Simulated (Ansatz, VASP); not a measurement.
## CO2 in VASP and in Ansatz

File POSCAR:

```
CO2
1.0
    5.0754227511      0.0000000000      0.0000000000
    0.0000000000      5.0924746618      0.0000000000
    0.0000000000      0.0000000000      2.1346315729
C O
2 4
Direct
    0.5000000000      0.5000000000      0.5000000000
    0.0000000000      0.0000000000      0.0000000000
    0.3611205424      0.3626757783      0.0000000000
    0.8611205424      0.1373242217      0.5000000000
    0.1388794576      0.8626757783      0.5000000000
    0.6388794576      0.6373242217      0.0000000000
```

INCAR.step1

```
SYSTEM = CO2
ALGO = Normal
EDIFF = 1E-5
ENCUT = 660
GGA = PE
GGA_COMPAT = .False.
ISMEAR = 0
LASPH = .True.
LCHARG = .False.
LREAL = .False.
LWAVE = .True.
NBANDS = 25
NELM = 120
PREC = Accurate
SIGMA = 0.02
```

Contents of INCAR.step2:

```
SYSTEM = CO2
ALGO = Normal
EDIFF = 1E-6
ENCUT = 660
GGA_COMPAT = .False.
ISIF = 2
ISMEAR = 0
ISTART = 1
LASPH = .True.
LCHARG = .True.
LELF = .True.
LMIXTAU = .True.
LREAL = .False.
LVHAR = .True.
LWAVE = .False.
METAGGA = R2SCAN
NBANDS = 25
NELM = 120
PREC = Accurate
SIGMA = 0.02
```

File KPOINTS:

```
k-points
0
Gamma
  6 6 12
  0 0 0
```

Input for Ansatz:

```yaml
crystal:
  lattice:
    - [5.0754227511, 0.0, 0.0]
    - [0.0, 5.0924746618, 0.0]
    - [0.0, 0.0, 2.1346315729]
  atoms:
    - { symbol: C, position: [0.5, 0.5, 0.5] }
    - { symbol: C, position: [0.0, 0.0, 0.0] }
    - { symbol: O, position: [0.3611205424, 0.3626757783, 0.0] }
    - { symbol: O, position: [0.8611205424, 0.1373242217, 0.5] }
    - { symbol: O, position: [0.1388794576, 0.8626757783, 0.5] }
    - { symbol: O, position: [0.6388794576, 0.6373242217, 0.0] }
basis:
  ecutwfc: 500
kpoints:
  mp_grid: { grid: [6, 6, 12] }
  band_path: { path: [VBM, CBM], npoints: 2 }
hamiltonian:
  xc: r2scan
scf:
  occupations: { method: gaussian, width: 0.02 }
output:
  forces: true
  stress: true
  eigenvalues: true
checkpoint:
  read: start.run
  write: ck
  compress: false
  write_wavefunctions: false
  write_every: 100000
```

Alike in both runs: task single point; functional r2SCAN; k mesh 6 × 6 × 12; occupations gaussian, width 0.02 eV; no spin polarisation.

|  | VASP | Ansatz |
| --- | --- | --- |
| version | VASP 6.6.1 | Ansatz 0.2.0 |
| potentials or method | VASP PAW PBE potentials, release 64 (C, O), cutoff 660 eV | scalar-relativistic, plane waves, PAW |
| valence electrons in the cell | 32 | 32 |

```tsv
	VASP	Ansatz	Ansatz less VASP
gap on the k mesh at the Fermi level (eV)	0.95	0.95	+0.008
least direct gap on the mesh (eV)	1.41	1.43	+0.020
pressure (GPa)	1.0	0.0	-1.00
traceless stress, the component that is largest in VASP (GPa)	1.70	0.08	-1.617
rms of the force components (eV/Å)	0.083	0.006	-0.0768
```

VASP's potentials were made for PBE, not for r2SCAN. Atom by atom the forces differ by 0.089 eV/Å (rms over components).
